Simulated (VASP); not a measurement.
# C (R-3m) in VASP: notebook

Runs on C. Level: PBEsol+D3(BJ). Tasks: single point, relaxation of cell and atoms.

Program: VASP 6.6.1. These are calculated values, not measurements. Logs are shortened: lines on timing, memory, paths and dates and some standing lists are left out, and cuts for length are marked.

### Step 1. The cell of the first run

It takes space group R-3m (No. 166, trigonal). Conventional cell: a = 2.458 Å, b = 2.458 Å, c = 9.851 Å, α = 90.00°, β = 90.00°, γ = 120.00°. C (site symmetry 3m) has 3 C at 1.42 Å within 1.9 Å.

### Step 2. Single point, PBEsol+D3(BJ)

Input file INCAR:

```
PREC = Accurate
ENCUT = 520
EDIFF = 1E-6
ISMEAR = 0
SIGMA = 0.02
LREAL = F
LASPH = T
NELM = 80
ALGO = Normal
ISIF = 2
LWAVE = F
LCHARG = F
GGA = PS
IVDW = 12
NBANDS = 11
```

Input file KPOINTS:

```
regular mesh
0
Gamma
  15 15 15
```

Input file POSCAR:

```
C
1.0
    1.2291305633      0.7096388616      3.2835658809
   -1.2291305633      0.7096388616      3.2835658809
    0.0000000000     -1.4192777231      3.2835658809
C
2
Direct
    0.1665835217      0.1665835217      0.1665835217
    0.8334164783      0.8334164783      0.8334164783
```

Potentials or basis: VASP PAW PBE potentials, release 64 (C).

Run with:

```
$ cat potpaw_PBE.64/C/POTCAR > POTCAR
$ mpirun -np 1 vasp_std > vasp.out
```

OUTCAR:

```text
PREC = Accurate
   ENCUT = 520
   EDIFF = 1E-6
   ISMEAR = 0
   LREAL = F
   LASPH = T
   NELM = 80
   ISIF = 2
   GGA = PS
   IVDW = 12
 IVDW          = 12

 ion  position               nearest neighbor table
   1  0.167  0.167  0.167-   2 1.42   2 1.42   2 1.42
   2  0.833  0.833  0.833-   1 1.42   1 1.42   1 1.42

  LATTYP: Found a trigonal (rhomboedric) cell.
 ALAT       =     3.5771712497
 COS(alpha) =     0.7638725005

  Lattice vectors:

 A1 = (   1.2291305633,   0.7096388616,   3.2835658809)
 A2 = (  -1.2291305633,   0.7096388616,   3.2835658809)
 A3 = (   0.0000000000,  -1.4192777231,   3.2835658809)

Analysis of symmetry for initial positions (statically):
=====================================================================
 Subroutine PRICEL returns:
 Original cell was already a primitive cell.

 Routine SETGRP: Setting up the symmetry group for a
 trigonal (rhombohedral) supercell.

 Subroutine GETGRP returns: Found 12 space group operations
 (whereof 12 operations were pure point group operations)
 out of a pool of 12 trial point group operations.

The static configuration has the point symmetry D_3d.

Analysis of symmetry for dynamics (positions and initial velocities):
=====================================================================
 Subroutine PRICEL returns:
 Original cell was already a primitive cell.

 Routine SETGRP: Setting up the symmetry group for a
 trigonal (rhombohedral) supercell.

 Subroutine GETGRP returns: Found 12 space group operations
 (whereof 12 operations were pure point group operations)
 out of a pool of 12 trial point group operations.

The dynamic configuration has the point symmetry D_3d.

 Subroutine INISYM returns: Found 12 space group operations
 (whereof 12 operations are pure point group operations),
 and found     1 'primitive' translations

----------------------------------------------------------------------------------------

                                     Primitive cell

  volume of cell :      17.1843

  direct lattice vectors                    reciprocal lattice vectors
     1.229130563  0.709638862  3.283565881     0.406791609  0.234861245  0.101515653
    -1.229130563  0.709638862  3.283565881    -0.406791609  0.234861245  0.101515653
     0.000000000 -1.419277723  3.283565881     0.000000000 -0.469722490  0.101515653

  length of vectors
     3.577171250  3.577171250  3.577171250     0.480567004  0.480567004  0.480567004

  position of ions in fractional coordinates (direct lattice)
     0.166583522  0.166583522  0.166583522
     0.833416478  0.833416478  0.833416478

  ion indices of the primitive-cell ions
   primitive index   ion index
                 1           1
                 2           2

----------------------------------------------------------------------------------------

 KPOINTS: regular mesh

Automatic generation of k-mesh.
 Grid dimensions read from file:
 generate k-points for:   15   15   15

 Generating k-lattice:

  Cartesian coordinates                     Fractional coordinates (reciprocal lattice)
     0.027119441  0.015657416  0.006767710     0.066666667  0.000000000 -0.000000000
    -0.027119441  0.015657416  0.006767710     0.000000000  0.066666667 -0.000000000
     0.000000000 -0.031314833  0.006767710    -0.000000000 -0.000000000  0.066666667

  Length of vectors
     0.032037800  0.032037800  0.032037800

  Shift w.r.t. Gamma in fractional coordinates (k-lattice)
     0.000000000  0.000000000  0.000000000

 Subroutine IBZKPT returns following result:
 ===========================================

 Found    344 irreducible k-points:

 Following reciprocal coordinates:
            Coordinates               Weight
  0.000000  0.000000  0.000000      1.000000
  0.066667 -0.000000  0.000000      6.000000
  0.133333 -0.000000  0.000000      6.000000
  0.200000  0.000000  0.000000      6.000000
  0.266667 -0.000000  0.000000      6.000000
  0.333333 -0.000000  0.000000      6.000000
[... 16 lines left out ...]
  0.133333  0.133333  0.000000      6.000000
  0.200000  0.133333  0.000000     12.000000
 [... further k-points ...]
   k-points           NKPTS =    344   k-points in BZ     NKDIM =    344   number of bands    NBANDS=     11
   number of dos      NEDOS =    301   number of ions     NIONS =      2
   total plane-waves  NPLWV =  21952
   dimension x,y,z NGX =    28 NGY =   28 NGZ =   28
   dimension x,y,z NGXF=    56 NGYF=   56 NGZF=   56
   ions per type =               2
   NGX,Y,Z   is equivalent  to a cutoff of  13.01, 13.01, 13.01 a.u.
   NGXF,Y,Z  is equivalent  to a cutoff of  26.03, 26.03, 26.03 a.u.
 SYSTEM =  unknown system
   PREC   = accura    normal or accurate (medium, high low for compatibility)
   ISTART =      0    job   : 0-new  1-cont  2-samecut
   ICHARG =      2    charge: 1-file 2-atom 10-const
   ISPIN  =      1    spin polarized calculation?
   LNONCOLLINEAR =      F non collinear calculations
   LSORBIT =      F    spin-orbit coupling
   LASPH  =      T    aspherical Exc in radial PAW
   ENCUT  =  520.0 eV  38.22 Ry    6.18 a.u.   6.65  6.65  6.65*2*pi/ulx,y,z
   NELM   =     80;   NELMIN=  2; NELMDL= -5     # of ELM steps
   EDIFF  = 0.1E-05   stopping-criterion for ELM
   LREAL  =      F    real-space projection
   EDIFFG = 0.1E-04   stopping-criterion for IOM
   NSW    =      0    number of steps for IOM
   IBRION =     -1    ionic relax: 0-MD 1-quasi-New 2-CG
   NFREE  =      0    steps in history (QN), initial steepest desc. (CG)
   ISIF   =      2    stress and relaxation
   ISYM   =      2    0-nonsym 1-usesym 2-fastsym
   POTIM  = 0.5000    time-step for ionic-motion
   TEBEG  =    0.0;   TEEND  =   0.0 temperature during run
   PSTRESS=    0.0 pullay stress
   NELECT =       8.0000    total number of electrons
   NUPDOWN=      -1.0000    fix difference up-down
   EMIN   =  10.00;   EMAX   =-10.00  energy-range for DOS
   EFERMI =   0.00;   METHOD = LEGACY
   ISMEAR =     0;   SIGMA  =   0.02  broadening in eV -4-tet -1-fermi 0-gaus
   EFERMI_NEDOS =   21; number of points for ismear=-14 and -15
   IALGO  =     38    algorithm
   IMIX   =      4    mixing-type and parameters
     AMIX     =   0.40;   BMIX     =  1.00
     AMIX_MAG =   1.60;   BMIX_MAG =  1.00
  volume/ion in A,a.u.               =       8.59        57.98
  Fermi-wavevector in a.u.,A,eV,Ry     =   1.268803  2.397689 21.903472  1.609860
  Thomas-Fermi vector in A             =   2.401878
   LORBIT       =      0    0 simple, 1 ext, 2 COOP (PROOUT), +10 PAW based schemes
   GGA     = PS    functional components
   LHFCALC =     F    Hartree Fock is set to
   AEXX    =    0.0000 exact exchange contribution
   IVDW    =    12    specifies the selected vdW correction
   LEPSILON=     F    determine dielectric tensor
   LRPA    =     F    only Hartree local field effects (RPA)
 non-spin polarized calculation
 Gauss-broadening in eV      SIGMA  =   0.02
  energy-cutoff  :      520.00
  volume of cell :       17.18
 maximum number of plane-waves:       476
   NGX = 13   NGY = 13   NGZ = 13

 number of electron       8.0000000 magnetization

 Free energy of the ion-electron system (eV)
  ---------------------------------------------------
  ext. energy  EPLUGINS =         0.00000000
  ---------------------------------------------------
  free energy    TOTEN  =       -19.28132222 eV

  energy without entropy =      -19.28132222  energy(sigma->0) =      -19.28132222

 E-fermi :   4.5906     XC(G=0): -10.7154

 val. band max:        4.4615763013   @ k =  -0.3333   0.3333   0.0000
 cond. band min:       5.2135891928   @ k =  -0.3333   0.3333   0.0000
 fundamental gap:      0.7520128915
 Fermi energy:         4.5906284092

 k-point     1 :       0.0000    0.0000    0.0000
  band No.  band energies     occupation
      1     -14.8674      2.00000
      2      -1.6471      2.00000
      3       1.8883      2.00000
      4       1.8883      2.00000
      5       9.0385      0.00000
      6      13.2539      0.00000
      7      13.2539      0.00000
      8      16.3038      0.00000
      9      17.8125      0.00000
     10      27.4117      0.00000
     11      31.0332      0.00000

 k-point     2 :       0.0667   -0.0000    0.0000
  band No.  band energies     occupation
      1     -14.7591      2.00000
      2      -1.5397      2.00000
      3       1.4632      2.00000
      4       1.6640      2.00000
      5       9.1927      0.00000
      6      13.3119      0.00000
      7      13.7089      0.00000
      8      15.9237      0.00000
      9      17.9969      0.00000
     10      27.7635      0.00000
     11      29.8874      0.00000

 k-point     3 :       0.1333   -0.0000    0.0000
  band No.  band energies     occupation
      1     -14.4346      2.00000
      2      -1.2188      2.00000
      3       0.3308      2.00000
      4       1.0960      2.00000
      5       9.6544      0.00000
      6      13.3582      0.00000
      7      14.8836      0.00000
      8      14.9615      0.00000
      9      18.5822      0.00000
     10      27.5491      0.00000
     11      28.7805      0.00000

 k-point     4 :       0.2000    0.0000    0.0000
  band No.  band energies     occupation
      1     -13.8966      2.00000
      2      -1.2281      2.00000
      3      -0.6878      2.00000
      4       0.3867      2.00000
      5      10.4139      0.00000
      6      13.1823      0.00000
      7      13.4766      0.00000
      8      16.7819      0.00000
      9      19.5010      0.00000
     10      25.5171      0.00000
     11      27.9132      0.00000
[... 239 lines left out ...]
 k-point    22 :      -0.0667    0.0667    0.0000
  band No.  band energies     occupation
      1     -14.5474      2.00000
      2      -1.2847      2.00000
      3       0.7427      2.00000
      4       1.2109      2.00000
      5       9.4218      0.00000
      6      13.4882      0.00000
      7      14.4064      0.00000
      8      15.2066      0.00000
      9      18.4225      0.00000
     10      27.8311      0.00000
     11      28.4005      0.00000

 k-point    23 :       0.1333    0.1333    0.0000
  band No.  band energies     occupation
      1     -14.4158      2.00000
      2      -1.3731      2.00000
      3       0.3488      2.00000
      4       1.0799      2.00000
      5       9.9602      0.00000
      6      13.3165      0.00000
      7      14.8527      0.00000
      8      14.9650      0.00000
      9      18.6143      0.00000
     10      27.1981      0.00000
     11      28.6763      0.00000

 k-point    24 :       0.2000    0.1333    0.0000
  band No.  band energies     occupation
      1     -14.0841      2.00000
      2      -1.1195      2.00000
      3      -0.4941      2.00000
      4       0.4626      2.00000
      5      10.5563      0.00000
      6      13.5517      0.00000
      7      13.9696      0.00000
      8      15.6215      0.00000
      9      19.3763      0.00000
     10      25.5029      0.00000
     11      29.2533      0.00000

 [... further k-points ...]

------------------------ aborting loop because EDIFF is reached ----------------------------------------

 Edisp (eV)   -0.22520

 E8    (eV) :    -0.1095

  FORCE on cell =-STRESS in cart. coord.  units (eV):
  Direction    XX          YY          ZZ          XY          YZ          ZX
  --------------------------------------------------------------------------------------
  -------------------------------------------------------------------------------------
  Total       0.11602     0.11602    -0.01137     0.00000    -0.00000    -0.00000
  in kB      10.81711    10.81711    -1.06042     0.00000    -0.00000    -0.00000
  external pressure =        6.86 kB  Pullay stress =        0.00 kB

 VOLUME and BASIS-vectors are now :
 -----------------------------------------------------------------------------
  energy-cutoff  :      520.00
  volume of cell :       17.18
      direct lattice vectors                 reciprocal lattice vectors
     1.229130563  0.709638862  3.283565881     0.406791609  0.234861245  0.101515653
    -1.229130563  0.709638862  3.283565881    -0.406791609  0.234861245  0.101515653
     0.000000000 -1.419277723  3.283565881     0.000000000 -0.469722490  0.101515653

 POSITION                                       TOTAL-FORCE (eV/Angst)
 -----------------------------------------------------------------------------------
      0.00000      0.00000      1.64096         0.000000      0.000000      0.000837
      0.00000      0.00000      8.20973         0.000000     -0.000000     -0.000837
 -----------------------------------------------------------------------------------
    total drift:                                0.000000     -0.000000     -0.000000

  FREE ENERGIE OF THE ION-ELECTRON SYSTEM (eV)
  ---------------------------------------------------
  free  energy   TOTEN  =       -19.5065251052 eV

  energy  without entropy=      -19.5065251052  energy(sigma->0) =      -19.50652511
```

It took 36 s on 1 thread of Intel Xeon 6975P-C (Granite Rapids), shared host; peak memory 0.19 GiB.

What came out:

```
Free energy                : -19.5065 eV
Pressure                   : 0.7 GPa
Band gap on the k mesh     : 0.75 eV, direct
Dispersion energy per atom : -0.113 eV
```

Caveat: the PAW data sets were made with another functional, which shifts forces and pressure a little.

### Step 3. Single point, PBEsol+D3(BJ)

Input file INCAR:

```
PREC = Accurate ; ENCUT = 520
EDIFF = 1E-6 ; ISMEAR = 0
SIGMA = 0.05 ; LREAL = False
LASPH = True ; NELM = 80
ALGO = Normal ; ISIF = 2
LWAVE = False ; LCHARG = False
GGA = PS ; IVDW = 12
NBANDS = 11
```

Input file KPOINTS:

```
Automatic mesh
0
Gamma
  15 15 15
```

POSCAR is that of step 2.

Potentials or basis: VASP PAW PBE potentials, release 64 (C).

Run with:

```
$ cat potpaw_PBE.64/C/POTCAR > POTCAR
$ mpirun -np 1 vasp_std > vasp.out
```

OUTCAR:

```text
PREC = Accurate
   ENCUT = 520
   EDIFF = 1E-6
   ISMEAR = 0
   LREAL = False
   LASPH = True
   NELM = 80
   ISIF = 2
   GGA = PS
   IVDW = 12
 IVDW          = 12

 ion  position               nearest neighbor table
   1  0.167  0.167  0.167-   2 1.42   2 1.42   2 1.42
   2  0.833  0.833  0.833-   1 1.42   1 1.42   1 1.42

  LATTYP: Found a trigonal (rhomboedric) cell.
 ALAT       =     3.5771712497
 COS(alpha) =     0.7638725005

  Lattice vectors:

 A1 = (   1.2291305633,   0.7096388616,   3.2835658809)
 A2 = (  -1.2291305633,   0.7096388616,   3.2835658809)
 A3 = (   0.0000000000,  -1.4192777231,   3.2835658809)

Analysis of symmetry for initial positions (statically):
=====================================================================
 Subroutine PRICEL returns:
 Original cell was already a primitive cell.

 Routine SETGRP: Setting up the symmetry group for a
 trigonal (rhombohedral) supercell.

 Subroutine GETGRP returns: Found 12 space group operations
 (whereof 12 operations were pure point group operations)
 out of a pool of 12 trial point group operations.

The static configuration has the point symmetry D_3d.

Analysis of symmetry for dynamics (positions and initial velocities):
[... 174 lines left out ...]
      7      13.2539      0.00000
      8      16.3038      0.00000
      9      17.8125      0.00000
     10      27.4117      0.00000
     11      31.0332      0.00000
[... 309 lines left out ...]
 k-point    24 :       0.2000    0.1333    0.0000
  band No.  band energies     occupation
      1     -14.0841      2.00000
      2      -1.1195      2.00000
      3      -0.4941      2.00000
      4       0.4626      2.00000
      5      10.5563      0.00000
      6      13.5517      0.00000
      7      13.9696      0.00000
      8      15.6215      0.00000
      9      19.3763      0.00000
     10      25.5029      0.00000
     11      29.2533      0.00000

 [... further k-points ...]

------------------------ aborting loop because EDIFF is reached ----------------------------------------

 Edisp (eV)   -0.22520

 E8    (eV) :    -0.1095

  FORCE on cell =-STRESS in cart. coord.  units (eV):
  Direction    XX          YY          ZZ          XY          YZ          ZX
  --------------------------------------------------------------------------------------
  -------------------------------------------------------------------------------------
  Total       0.11602     0.11602    -0.01137     0.00000    -0.00000    -0.00000
  in kB      10.81711    10.81711    -1.06042     0.00000    -0.00000    -0.00000
  external pressure =        6.86 kB  Pullay stress =        0.00 kB

 VOLUME and BASIS-vectors are now :
 -----------------------------------------------------------------------------
  energy-cutoff  :      520.00
  volume of cell :       17.18
      direct lattice vectors                 reciprocal lattice vectors
     1.229130563  0.709638862  3.283565881     0.406791609  0.234861245  0.101515653
    -1.229130563  0.709638862  3.283565881    -0.406791609  0.234861245  0.101515653
     0.000000000 -1.419277723  3.283565881     0.000000000 -0.469722490  0.101515653

 POSITION                                       TOTAL-FORCE (eV/Angst)
 -----------------------------------------------------------------------------------
      0.00000      0.00000      1.64096         0.000000      0.000000      0.000837
      0.00000      0.00000      8.20973         0.000000     -0.000000     -0.000837
 -----------------------------------------------------------------------------------
    total drift:                                0.000000     -0.000000     -0.000000

  FREE ENERGIE OF THE ION-ELECTRON SYSTEM (eV)
  ---------------------------------------------------
  free  energy   TOTEN  =       -19.5065251052 eV

  energy  without entropy=      -19.5065251052  energy(sigma->0) =      -19.50652511
```

stdout:

```text
POSCAR found type information on POSCAR C
 POSCAR found :  1 types and       2 ions
 scaLAPACK will be used
 -----------------------------------------------------------------------------
|                                                                             |
|                                                                             |
|     You enforced a specific xc type in the INCAR file but a different       |
|     I HOPE YOU KNOW WHAT YOU ARE DOING!                                     |
|                                                                             |
 -----------------------------------------------------------------------------

 LDA part: xc-table for (Slater+PW92), standard interpolation
 POSCAR, INCAR and KPOINTS ok, starting setup
 FFT: planning ... GRIDC
 FFT: planning ... GRID_SOFT
 FFT: planning ... GRID
 WAVECAR not read
 entering main loop
```

Run time: 34 s. Hardware: 1 thread of Intel Xeon 6975P-C (Granite Rapids), shared host; peak memory 0.19 GiB.

What came out:

```yaml
Free_energy: -19.5065 eV
Pressure: 0.7 GPa
Band_gap_on_the_k_mesh: 0.75 eV, direct
Dispersion_energy_per_atom: -0.113 eV
```

Caveat: the PAW data sets were made with another functional, which shifts forces and pressure a little. A k mesh can miss the band edges.

(Continued in part 2 of 2.)
